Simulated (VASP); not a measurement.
Input of a VASP 6.6.1 run:

Contents of INCAR:

```
SYSTEM = HfS2
PREC = Accurate
ENCUT = 450
EDIFF = 1E-7
ISMEAR = 0
SIGMA = 0.02
LREAL = .False.
LASPH = .True.
NELM = 120
ALGO = Normal
ISIF = 2
LWAVE = .False.
LCHARG = .False.
GGA = PE
IVDW = 12
IBRION = 2
NSW = 60
EDIFFG = -0.008
GGA_COMPAT = .False.
NELMIN = 4
```

KPOINTS

```
regular mesh
0
Gamma
  12 12 6
  0 0 0
```

Contents of POSCAR:

```
HfS2
1.0
    3.5517749015      0.0000000000      0.0000000000
   -1.7758874507      3.0759272932      0.0000000000
    0.0000000000      0.0000000000      5.6838319324
Hf S
1 2
Direct
    0.0000000000      0.0000000000      0.0000000000
    0.6666666667      0.3333333333      0.7476059866
    0.3333333333      0.6666666667      0.2523940134
```

Potentials or basis: VASP PAW PBE potentials, release 64 (Hf_pv, S).

Command:

```sh
$ cat potpaw_PBE.64/Hf_pv/POTCAR potpaw_PBE.64/S/POTCAR > POTCAR
$ mpirun -np 1 vasp_std > vasp.out
```

**Question.** Estimate the dispersion energy per atom.

**Answer.** -0.358 eV.

**Question.** What does it give for the energy gained by relaxing?

**Answer.** 6.2 meV/atom.

**Question.** Estimate the band gap on the k mesh.

**Answer.** 0.68 eV (least direct gap 1.67 eV).

Forces on the atoms (eV/Å):
```
Hf   0.000  0.000  0.000
S    0.000  0.000  0.003
S    0.000  0.000 -0.003
```

Caveat: the cell differs from its parent crystal (equal strain along all axes, cell held: -1.5 %); spin-orbit coupling is left out, which moves the levels of the heavy elements. A k mesh can miss the band edges.
